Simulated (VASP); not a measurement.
# H2Os3 (P-6m2) in VASP: notebook, part 3 of 3

VASP 6.6.1.

## (6) Single point, PBE

This run uses another cell than the first one, of 9.86 Å³/atom.

INCAR reads:

```
SYSTEM = H2Os3
  PREC = Accurate
  ENCUT = 520
  EDIFF = 1E-7
  ISMEAR = 0
  SIGMA = 0.1
  LREAL = .False.
  LASPH = .True.
  NELM = 100
  ALGO = Normal
  ISIF = 2
  LWAVE = .False.
  LCHARG = .False.
  GGA = PE
  NBANDS = 21
```

KPOINTS reads:

```
regular mesh
0
Gamma
  18 18 6
  0 0 0
```

POSCAR reads:

```
H2Os3
1.0
    2.8428668012      0.0000000000      0.0000000000
   -1.4214334006      2.4619948694      0.0000000000
    0.0000000000      0.0000000000      7.0411633263
H Os
2 3
Direct
    0.6666666667      0.3333333333      0.1925423906
    0.6666666667      0.3333333333      0.8074576094
    0.0000000000      0.0000000000      0.3209671784
    0.0000000000      0.0000000000      0.6790328216
    0.3333333333      0.6666666667      0.0000000000
```

Potentials or basis: VASP PAW PBE potentials, release 64 (H, Os).

Started as:

```sh
$ cat potpaw_PBE.64/H/POTCAR potpaw_PBE.64/Os/POTCAR > POTCAR
$ mpirun -np 1 vasp_std > vasp.out
```

OUTCAR:

```text
SYSTEM = H2Os3
   PREC = Accurate
   ENCUT = 520
   EDIFF = 1E-7
   ISMEAR = 0
   LREAL = .False.
   LASPH = .True.
   NELM = 100
   ISIF = 2
   GGA = PE

 ion  position               nearest neighbor table
   1  0.667  0.333  0.193-   3 1.87   3 1.87   3 1.87   5 2.13   5 2.13   5 2.13
   2  0.667  0.333  0.807-   4 1.87   4 1.87   4 1.87   5 2.13   5 2.13   5 2.13
   3  0.000  0.000  0.321-   1 1.87   1 1.87   1 1.87   4 2.52   5 2.79   5 2.79   5 2.79
   4  0.000  0.000  0.679-   2 1.87   2 1.87   2 1.87   3 2.52   5 2.79   5 2.79   5 2.79
   5  0.333  0.667  0.000-   1 2.13   2 2.13   1 2.13   2 2.13   1 2.13   2 2.13   3 2.79   4 2.79
                             3 2.79   4 2.79   3 2.79   4 2.79

  LATTYP: Found a hexagonal cell.
 ALAT       =     2.8428668012
 C/A-ratio  =     2.4767827052

  Lattice vectors:

 A1 = (   2.8428668012,   0.0000000000,   0.0000000000)
 A2 = (  -1.4214334006,   2.4619948694,   0.0000000000)
 A3 = (   0.0000000000,   0.0000000000,   7.0411633263)

Analysis of symmetry for initial positions (statically):
[... 175 lines left out ...]
  ---------------------------------------------------
  free energy    TOTEN  =       -37.79266146 eV

  energy without entropy =      -37.77859936  energy(sigma->0) =      -37.78563041

 E-fermi :   8.5005     XC(G=0): -13.4606

 val. band max:        8.4990688561   @ k =   0.1111   0.1111   0.3333
 cond. band min:       8.5032461274   @ k =   0.2778   0.0556   0.5000
 fundamental gap:      0.0041772712
 Fermi energy:         8.5004653530

 k-point     1 :       0.0000    0.0000    0.0000
  band No.  band energies     occupation
      1      -4.2909      2.00000
      2      -1.9266      2.00000
      3       0.6144      2.00000
      4       4.0942      2.00000
      5       4.9871      2.00000
      6       4.9871      2.00000
[... 565 lines left out ...]
     20      15.6348      0.00000
     21      15.7226      0.00000

 [... further k-points ...]
[... 5 lines left out ...]
  --------------------------------------------------------------------------------------
  -------------------------------------------------------------------------------------
  Total        0.2518242      0.2518242      0.0789840     -0.0000000      0.0000000      0.0000000
  in kB        8.1869103      8.1869103      2.5678010     -0.0000000      0.0000000      0.0000000
  external PRESSURE =       6.3138739 kB  Pullay stress =       0.0000000 kB

 VOLUME and BASIS-vectors are now :
 -----------------------------------------------------------------------------
  energy-cutoff  :      520.00
  volume of cell :       49.28
      direct lattice vectors                 reciprocal lattice vectors
     2.842866801  0.000000000  0.000000000     0.351757599  0.203087344  0.000000000
    -1.421433401  2.461994869  0.000000000     0.000000000  0.406174689  0.000000000
     0.000000000  0.000000000  7.041163326     0.000000000  0.000000000  0.142021986

 POSITION                                       TOTAL-FORCE (eV/Angst)
 -----------------------------------------------------------------------------------
      1.42143      0.82066      1.35572         0.000000     -0.000000     -0.013201
      1.42143      0.82066      5.68544         0.000000      0.000000      0.013201
      0.00000      0.00000      2.25998        -0.000000      0.000000      0.128826
      0.00000      0.00000      4.78118        -0.000000      0.000000     -0.128826
     -0.00000      1.64133      0.00000         0.000000     -0.000000      0.000000
 -----------------------------------------------------------------------------------
    total drift:                                0.000000     -0.000000     -0.000000

  FREE ENERGIE OF THE ION-ELECTRON SYSTEM (eV)
  ---------------------------------------------------
  free  energy   TOTEN  =       -37.7926614578 eV

  energy  without entropy=      -37.7785993558  energy(sigma->0) =      -37.78563041
```

stdout:

```text
POSCAR found type information on POSCAR H Os
 POSCAR found :  2 types and       5 ions
 scaLAPACK will be used
 LDA part: xc-table for (Slater+PW92), standard interpolation
 POSCAR, INCAR and KPOINTS ok, starting setup
 FFT: planning ... GRIDC
 FFT: planning ... GRID_SOFT
 FFT: planning ... GRID
 WAVECAR not read
 entering main loop
```

Run time: 92 s. Hardware: 1 thread of Intel Xeon 6975P-C (Granite Rapids), shared host; peak memory 0.27 GiB.

Results:

| Quantity | Value |
| --- | --- |
| Free energy | -37.7927 eV |
| Pressure | 0.6 GPa |
| Largest force | 0.129 eV/Å |
| Band gap on the k mesh | zero (bands 13 and 14 overlap by 3.03 eV) |

Forces on the atoms (eV/Å):
```
H    0.000  0.000 -0.013
H    0.000  0.000  0.013
Os   0.000  0.000  0.129
Os   0.000  0.000 -0.129
Os   0.000  0.000  0.000
```

Caveat: spin-orbit coupling is left out, which moves the levels of the heavy elements.

## (7) Summary

```csv
task,spin,cell,k mesh,cutoff (eV),gap on the mesh (eV),pressure (GPa),largest force (eV/Å)
single point,off,"a = 2.868, b = 2.868, c = 6.971 Å, angles 90.0, 90.0, 120.0°, 5 atoms, atomic positions A",6 × 6 × 4,520,none,0.6,0.11
single point,off,"a = 3.274, b = 3.274, c = 6.743 Å, angles 90.0, 90.0, 120.0°, 5 atoms, atomic positions B",6 × 6 × 4,520,none,-19.4,7.05
relaxation of cell and atoms,off,"relaxed from a = 3.274, b = 3.274, c = 6.743 Å, angles 90.0, 90.0, 120.0°, 5 atoms, atomic positions B",6 × 6 × 4,600,none,0.1,0.01
single point,collinear,"a = 2.868, b = 2.868, c = 6.971 Å, angles 90.0, 90.0, 120.0°, 5 atoms, atomic positions A",6 × 6 × 4,520,none,0.7,0.11
single point,off,"a = 2.843, b = 2.843, c = 7.041 Å, angles 90.0, 90.0, 120.0°, 5 atoms, atomic positions C",18 × 18 × 6,520,none,0.6,0.13
```

Alike in all rows: level PBE; potentials or basis VASP PAW PBE potentials, release 64 (H, Os); smearing gaussian 0.1 eV.

Caveats: some runs use coarse meshes; spin-orbit coupling is left out, which moves the levels of the heavy elements; forces of over 1 eV/Å act on the atoms, so gaps and moduli don't describe the material at rest (at least some runs); the volume moved by over 15 % at a fixed basis, so the end points are rough (at least some runs).

Total energies depend on the potentials used, so only differences within one code and one set of settings carry meaning.
